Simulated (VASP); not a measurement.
# TiO: single point with PBEsol

TiO:

```
Ti O
1.0
     4.98909    0.00000    0.00000
    -2.49454    4.32068    0.00000
     0.00000    0.00000    2.87331
Ti O
3 3
Direct
  0.66667 0.33333 0.50000
  0.33333 0.66667 0.50000
  0.00000 0.00000 0.00000
  0.60556 0.60556 0.00000
  0.39444 0.00000 0.00000
  0.00000 0.39444 0.00000
```

```json
{"Program": "VASP 6.6.1", "Task": "single point", "Functional": "PBEsol", "Potentials or basis": "VASP PAW PBE potentials, release 64 (Ti_sv, O)", "Cutoff": "520 eV", "k mesh": "6 × 6 × 6", "Occupations": "gaussian, width 0.2 eV", "Spin": "no spin polarisation", "Dipole correction": "no", "Further INCAR settings": "ALGO = Normal; EDIFF = 1e-07; NBANDS = 36"}
```

```yaml
Pressure: -5.0 GPa
Largest_force: 0.010 eV/Å
Band_gap_on_the_k_mesh: zero (band 27 reaches 11.15 eV, above the bottom of band 28 at 9.73 eV)
```

Forces in eV/Å, atoms in the order of the input:
```
Ti   0.000  0.000  0.000
Ti   0.000  0.000  0.000
Ti   0.000  0.000  0.000
O    0.005  0.009  0.000
O   -0.010  0.000  0.000
O    0.005 -0.009  0.000
```

Stress tensor (GPa, compression positive):
```
-4.63  0.00  0.00
 0.00 -4.63  0.00
 0.00  0.00 -5.77
```

Levels at points of the mesh, in eV from the Fermi level:
```csv
k point,band 23,band 24,band 25,band 26,band 27,band 28,band 29,band 30,band 31,band 32
"(0.00, 0.00, 0.00)",-5.80,-5.47,-3.37,-0.79,-0.78,-0.78,0.33,0.33,0.82,0.82
"(0.50, 0.00, 0.00)",-5.95,-5.18,-2.45,-2.03,-1.73,0.40,0.93,1.14,1.40,1.41
"(0.00, 0.00, 0.50)",-5.65,-5.65,-1.91,-1.91,0.64,1.06,1.06,1.21,1.21,1.86
"(0.50, 0.00, 0.50)",-6.37,-5.32,-1.96,-1.38,-0.49,0.53,0.67,1.62,1.65,1.88
```

Wall time 50 s on 1 thread of Intel(R) Xeon(R) Platinum 8488C (Sapphire Rapids), on a shared host, peak memory 0.2 GiB.

Caveat: the k points lie up to 0.36 Å⁻¹ apart; the PAW data sets were made with another functional, which shifts forces and pressure a little; semilocal functionals often make such compounds metallic where correlation or magnetic order opens a gap, which also shifts bond lengths.
